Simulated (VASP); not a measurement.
# AgH16O8F in VASP: single point with PBE+D3(BJ)

Aim: the single point of AgH16O8F with PBE+D3(BJ).

Everything below comes from runs of VASP 6.6.1. Logs are shortened: lines on timing, memory, paths and dates and some standing lists are left out, and cuts for length are marked.

## (1) The cell of the first run

The cell holds a disordered packing, 26 atoms: a = 6.573 Å, b = 6.573 Å, c = 6.573 Å, α = 90.00°, β = 90.00°, γ = 90.00°.

## (2) Single point, PBE+D3(BJ)

Input file INCAR:

```
ALGO = Normal
EDIFF = 1E-6
ENCUT = 520
GGA = PE
GGA_COMPAT = F
ISIF = 2
ISMEAR = -1
IVDW = 12
LASPH = T
LCHARG = F
LREAL = Auto
LWAVE = F
NBANDS = 64
NELM = 120
PREC = Accurate
SIGMA = 0.05
```

Input file KPOINTS:

```
k-points
0
Gamma
  1 1 1
```

Input file POSCAR:

```
AgH16O8F
1.0
    6.5731380000      0.0000000000      0.0000000000
    0.0000000000      6.5731380000      0.0000000000
    0.0000000000      0.0000000000      6.5731380000
O H Ag F
8 16 1 1
Direct
    0.3603954347      0.1332870750      0.5124569172
    0.8364663753      0.5977916144      0.1268871545
    0.3087083736      0.4036784716      1.0321635256
    0.3703958046      0.6228970747      0.3892883000
    0.8333234563      0.9911603454      0.6714722634
    0.5410229136      1.0798462379      0.9578740984
    1.0227168041      0.1411804441      0.2428261423
    0.6216600115      0.4591924446      0.6557566830
    0.4696626874      0.0706865788      0.4337945928
    0.2410966587      0.1206089566      0.4220518478
    0.7678955780      0.7185321128      0.1864043506
    0.7333772880      0.5342914125      0.0404368243
    0.3150541728      0.4910709479      0.9129545072
    0.4005263486      0.2865805340      0.9982429685
    0.4485966177      0.7435538311      0.3506344406
    0.3535607208      0.5430913177      0.2619484839
    0.7790227045      0.9418538466      0.5396419902
    0.9416461723      0.8976018413      0.7078699984
    0.6363441872      1.0322843586      0.8519721391
    0.5886343721      1.0187597047      1.0859621510
    1.0543328705      0.1988757749      0.1094249249
    0.9007623219      0.0526789194      0.2303858203
    0.5196435163      0.5163538078      0.5542695936
    0.5702522935      0.3215420633      0.6805360762
    0.8746437946      0.3998510922      0.4389832941
    0.6773058214      0.9199503922      0.3047266118
```

Potentials or basis: VASP PAW PBE potentials, release 64 (O, H, Ag_sv_GW, F).

The run is started by

```bash
cat potpaw_PBE.64/O/POTCAR potpaw_PBE.64/H/POTCAR potpaw_PBE.64/Ag_sv_GW/POTCAR potpaw_PBE.64/F/POTCAR > POTCAR
mpirun -np 1 vasp_gam > vasp.out
```

OUTCAR:

```text
EDIFF = 1E-6
   ENCUT = 520
   GGA = PE
   ISIF = 2
   ISMEAR = -1
   IVDW = 12
   LASPH = T
   LREAL = Auto
   NELM = 120
   PREC = Accurate
 IVDW          = 12

 ion  position               nearest neighbor table
   1  0.360  0.133  0.512-   9 0.98  10 0.99
   2  0.836  0.598  0.127-  12 0.98  11 0.99
   3  0.309  0.404  0.032-  13 0.97  14 1.00
   4  0.370  0.623  0.389-  15 0.98  16 0.99
   5  0.833  0.991  0.671-  18 0.97  17 0.99
   6  0.541  0.080  0.958-  20 0.98  19 0.99
   7  0.023  0.141  0.243-  21 0.98  22 0.99
   8  0.622  0.459  0.656-  24 0.98  23 1.02  25 2.22
   9  0.470  0.071  0.434-   1 0.98
  10  0.241  0.121  0.422-   1 0.99
  11  0.768  0.719  0.186-   2 0.99
  12  0.733  0.534  0.040-   2 0.98
  13  0.315  0.491  0.913-   3 0.97
  14  0.401  0.287  0.998-   3 1.00
[... 9 lines left out ...]
  24  0.570  0.322  0.681-   8 0.98
  25  0.875  0.400  0.439-   8 2.22
  26  0.677  0.920  0.305-

  LATTYP: Found a simple cubic cell.
 ALAT       =     6.5731380000

  Lattice vectors:

 A1 = (   6.5731380000,   0.0000000000,   0.0000000000)
 A2 = (   0.0000000000,   6.5731380000,   0.0000000000)
 A3 = (   0.0000000000,   0.0000000000,   6.5731380000)

Analysis of symmetry for initial positions (statically):
=====================================================================
 Subroutine PRICEL returns:
 Original cell was already a primitive cell.

 Routine SETGRP: Setting up the symmetry group for a
 simple cubic supercell.

 Subroutine GETGRP returns: Found  1 space group operations
 (whereof  1 operations were pure point group operations)
 out of a pool of 48 trial point group operations.

The static configuration has the point symmetry C_1 .

Analysis of symmetry for dynamics (positions and initial velocities):
=====================================================================
 Subroutine PRICEL returns:
 Original cell was already a primitive cell.

 Routine SETGRP: Setting up the symmetry group for a
 simple cubic supercell.

 Subroutine GETGRP returns: Found  1 space group operations
 (whereof  1 operations were pure point group operations)
 out of a pool of 48 trial point group operations.

The dynamic configuration has the point symmetry C_1 .

 Subroutine INISYM returns: Found  1 space group operations
 (whereof  1 operations are pure point group operations),
 and found     1 'primitive' translations

----------------------------------------------------------------------------------------

                                     Primitive cell

  volume of cell :     283.9999

  direct lattice vectors                    reciprocal lattice vectors
     6.573138000  0.000000000  0.000000000     0.152134338  0.000000000  0.000000000
     0.000000000  6.573138000  0.000000000     0.000000000  0.152134338  0.000000000
     0.000000000  0.000000000  6.573138000     0.000000000  0.000000000  0.152134338

  length of vectors
     6.573138000  6.573138000  6.573138000     0.152134338  0.152134338  0.152134338

  position of ions in fractional coordinates (direct lattice)
     0.360395435  0.133287075  0.512456917
     0.836466375  0.597791614  0.126887154
     0.308708374  0.403678472  0.032163526
     0.370395805  0.622897075  0.389288300
     0.833323456  0.991160345  0.671472263
     0.541022914  0.079846238  0.957874098
[... 18 lines left out ...]
     0.874643795  0.399851092  0.438983294
     0.677305821  0.919950392  0.304726612

  ion indices of the primitive-cell ions
   primitive index   ion index
                 1           1
                 2           2
                 3           3
                 4           4
                 5           5
                 6           6
[... 18 lines left out ...]
                25          25
                26          26

----------------------------------------------------------------------------------------

 KPOINTS: k-points

Automatic generation of k-mesh.
 Grid dimensions read from file:
 generate k-points for:    1    1    1

 Generating k-lattice:

  Cartesian coordinates                     Fractional coordinates (reciprocal lattice)
     0.152134338  0.000000000  0.000000000     1.000000000  0.000000000  0.000000000
     0.000000000  0.152134338  0.000000000     0.000000000  1.000000000  0.000000000
     0.000000000  0.000000000  0.152134338     0.000000000  0.000000000  1.000000000

  Length of vectors
     0.152134338  0.152134338  0.152134338

  Shift w.r.t. Gamma in fractional coordinates (k-lattice)
     0.000000000  0.000000000  0.000000000

 Subroutine IBZKPT returns following result:
 ===========================================

 Found      1 irreducible k-points:

 Following reciprocal coordinates:
            Coordinates               Weight
  0.000000  0.000000  0.000000      1.000000
   k-points           NKPTS =      1   k-points in BZ     NKDIM =      1   number of bands    NBANDS=     64
   number of dos      NEDOS =    301   number of ions     NIONS =     26
   total plane-waves  NPLWV = 125000
   dimension x,y,z NGX =    50 NGY =   50 NGZ =   50
   dimension x,y,z NGXF=   100 NGYF=  100 NGZF=  100
   ions per type =               8  16   1   1
   NGX,Y,Z   is equivalent  to a cutoff of  12.65, 12.65, 12.65 a.u.
   NGXF,Y,Z  is equivalent  to a cutoff of  25.29, 25.29, 25.29 a.u.
 SYSTEM =  unknown system
   PREC   = accura    normal or accurate (medium, high low for compatibility)
   ISTART =      0    job   : 0-new  1-cont  2-samecut
   ICHARG =      2    charge: 1-file 2-atom 10-const
   ISPIN  =      1    spin polarized calculation?
   LNONCOLLINEAR =      F non collinear calculations
   LSORBIT =      F    spin-orbit coupling
   LASPH  =      T    aspherical Exc in radial PAW
   ENCUT  =  520.0 eV  38.22 Ry    6.18 a.u.  12.22 12.22 12.22*2*pi/ulx,y,z
   NELM   =    120;   NELMIN=  2; NELMDL= -5     # of ELM steps
   EDIFF  = 0.1E-05   stopping-criterion for ELM
   LREAL  =      T    real-space projection
   EDIFFG = 0.1E-04   stopping-criterion for IOM
   NSW    =      0    number of steps for IOM
[... 5 lines left out ...]
   TEBEG  =    0.0;   TEEND  =   0.0 temperature during run
   PSTRESS=    0.0 pullay stress
   NELECT =      90.0000    total number of electrons
   NUPDOWN=      -1.0000    fix difference up-down
   EMIN   =  10.00;   EMAX   =-10.00  energy-range for DOS
   EFERMI =   0.00;   METHOD = LEGACY
   ISMEAR =    -1;   SIGMA  =   0.05  broadening in eV -4-tet -1-fermi 0-gaus
   EFERMI_NEDOS =   21; number of points for ismear=-14 and -15
   IALGO  =     38    algorithm
   IMIX   =      4    mixing-type and parameters
     AMIX     =   0.40;   BMIX     =  1.00
     AMIX_MAG =   1.60;   BMIX_MAG =  1.00
  volume/ion in A,a.u.               =      10.92        73.71
  Fermi-wavevector in a.u.,A,eV,Ry     =   1.116134  2.109187 16.949520  1.245755
  Thomas-Fermi vector in A             =   2.252745
   LORBIT       =      0    0 simple, 1 ext, 2 COOP (PROOUT), +10 PAW based schemes
   GGA     = PE    functional components
   LHFCALC =     F    Hartree Fock is set to
   AEXX    =    0.0000 exact exchange contribution
   IVDW    =    12    specifies the selected vdW correction
   LEPSILON=     F    determine dielectric tensor
   LRPA    =     F    only Hartree local field effects (RPA)
 non-spin polarized calculation
  energy-cutoff  :      520.00
  volume of cell :      284.00
 maximum number of plane-waves:      3845
 NGX is ok and might be reduce to    50
   NGX = 25   NGY = 25   NGZ = 25

 number of electron      90.0000000 magnetization

 Free energy of the ion-electron system (eV)
  ---------------------------------------------------
  ext. energy  EPLUGINS =         0.00000000
  ---------------------------------------------------
  free energy    TOTEN  =      -121.42183717 eV

  energy without entropy =     -121.42183717  energy(sigma->0) =     -121.42183717

 E-fermi :  -0.9849     XC(G=0):  -7.0332

 val. band max:       -2.4430029633   @ k =   0.0000   0.0000   0.0000
 cond. band min:       0.5848982728   @ k =   0.0000   0.0000   0.0000
 fundamental gap:      3.0279012361
 Fermi energy:        -0.9849136019

 k-point     1 :       0.0000    0.0000    0.0000
  band No.  band energies     occupation
      1     -91.2852      2.00000
      2     -54.8851      2.00000
      3     -54.8105      2.00000
      4     -54.7617      2.00000
      5     -24.0537      2.00000
      6     -22.3582      2.00000
[... 49 lines left out ...]
     56       7.0948      0.00000
     57       7.1143      0.00000
 [bands above 57 left out]

------------------------ aborting loop because EDIFF is reached ----------------------------------------

 Edisp (eV)   -1.14376

 E8    (eV) :    -0.2796

  FORCE on cell =-STRESS in cart. coord.  units (eV):
  Direction    XX          YY          ZZ          XY          YZ          ZX
  --------------------------------------------------------------------------------------
  -------------------------------------------------------------------------------------
  Total      -1.60975    -0.08091    -0.84549    -1.15905    -0.29768    -0.37884
  in kB      -9.08137    -0.45646    -4.76982    -6.53875    -1.67937    -2.13723
  external pressure =       -4.77 kB  Pullay stress =        0.00 kB

 VOLUME and BASIS-vectors are now :
 -----------------------------------------------------------------------------
  energy-cutoff  :      520.00
  volume of cell :      284.00
      direct lattice vectors                 reciprocal lattice vectors
     6.573138000  0.000000000  0.000000000     0.152134338  0.000000000  0.000000000
     0.000000000  6.573138000  0.000000000     0.000000000  0.152134338  0.000000000
     0.000000000  0.000000000  6.573138000     0.000000000  0.000000000  0.152134338

 POSITION                                       TOTAL-FORCE (eV/Angst)
 -----------------------------------------------------------------------------------
      2.36893      0.87611      3.36845        -0.222083     -0.013582     -0.110376
      5.49821      3.92937      0.83405        -0.120689     -0.113507     -0.129552
      2.02918      2.65343      0.21142         0.003917     -0.073028      0.014697
      2.43466      4.09439      2.55885         0.039774     -0.055062      0.006846
      5.47755      6.51503      4.41368        -0.053708     -0.025670      0.007647
      3.55622      0.52484      6.29624        -0.081775      0.060467      0.049209
[... 18 lines left out ...]
      5.74915      2.62828      2.88550         0.055080     -0.058014     -0.137578
      4.45202      6.04696      2.00301         0.005859     -0.005379      0.002184
 -----------------------------------------------------------------------------------
    total drift:                                0.008651     -0.005056     -0.001286

  FREE ENERGIE OF THE ION-ELECTRON SYSTEM (eV)
  ---------------------------------------------------
  free  energy   TOTEN  =      -122.5655925277 eV

  energy  without entropy=     -122.5655925277  energy(sigma->0) =     -122.56559253
```

It took 26 s on 1 thread of AMD EPYC 9R45 (Zen 5), shared host; peak memory 0.32 GiB.

What came out:

| Item | Value |
| --- | --- |
| Free energy | -122.5656 eV |
| Pressure | -0.5 GPa |
| Largest force | 0.282 eV/Å |
| Dispersion energy per atom | -0.044 eV |

Forces in eV/Å, atoms in the order of the input:
```
O   -0.222 -0.014 -0.110
O   -0.121 -0.114 -0.130
O    0.004 -0.073  0.015
O    0.040 -0.055  0.007
O   -0.054 -0.026  0.008
O   -0.082  0.060  0.049
O   -0.272 -0.068 -0.036
O   -0.018 -0.050  0.130
H    0.144 -0.105 -0.060
H    0.156  0.088  0.210
H    0.016  0.083  0.025
H    0.144  0.020 -0.021
H   -0.084  0.020  0.004
H    0.023 -0.060 -0.009
H    0.030  0.055 -0.011
H   -0.054 -0.049  0.000
H   -0.014  0.026 -0.044
H    0.081 -0.005  0.035
H    0.070  0.008 -0.100
H    0.026 -0.015  0.114
H    0.195  0.152  0.016
H    0.165  0.052  0.121
H   -0.125  0.081 -0.021
H   -0.108  0.049 -0.056
Ag   0.055 -0.058 -0.138
F    0.006 -0.005  0.002
```

Levels at points of the mesh, in eV from the Fermi level:
```
           k point  band 43  band 44  band 45  band 46  band 47  band 48
(0.00, 0.00, 0.00)    -2.14    -2.11    -1.46     1.57     4.41     5.07
```

Caveat: the k points lie up to 0.96 Å⁻¹ apart, too coarse for converged energies, forces and pressures.
